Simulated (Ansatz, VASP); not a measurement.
Si5Ge in VASP and in Ansatz

```
Si Ge
1.0
     2.83720    0.00000    0.00000
     0.00000    3.68461    0.00000
     0.00000    0.00000    8.89583
Si Ge
5 1
Direct
  0.00000 0.00000 0.85139
  0.50000 0.50000 0.00000
  0.00000 0.00000 0.14861
  0.50000 0.50000 0.29963
  0.50000 0.50000 0.70037
  0.00000 0.00000 0.50000
```

Alike in both runs: functional PBE; k mesh 6 × 4 × 2; occupations gaussian, width 0.1 eV; no spin polarisation.

Ansatz relaxed the structure, and its values are those at the end. VASP's run is a single point on that final structure, the one shown.

|  | VASP | Ansatz |
| --- | --- | --- |
| version | VASP 6.6.1 | Ansatz 0.2.0 |
| potentials or method | VASP PAW PBE potentials, release 64 (Si, Ge_d), cutoff 520 eV | scalar-relativistic, plane waves, PAW |
| valence electrons in the cell | 34 | 34 |

|  | VASP | Ansatz | Ansatz less VASP |
| --- | --- | --- | --- |
| gap on the k mesh at the Fermi level (eV) | none | none | - |
| pressure (GPa) | 0.0 | 0.0 | +0.02 |
| rms of the force components (eV/Å) | 0.007 | 0.007 | -0.0005 |

A gap of «none» marks a metal or a gap that the smearing closes. The functional is the same, so the differences come from potentials, cutoffs and numerics.

The k mesh is coarse, so the values compare programs but aren't converged.
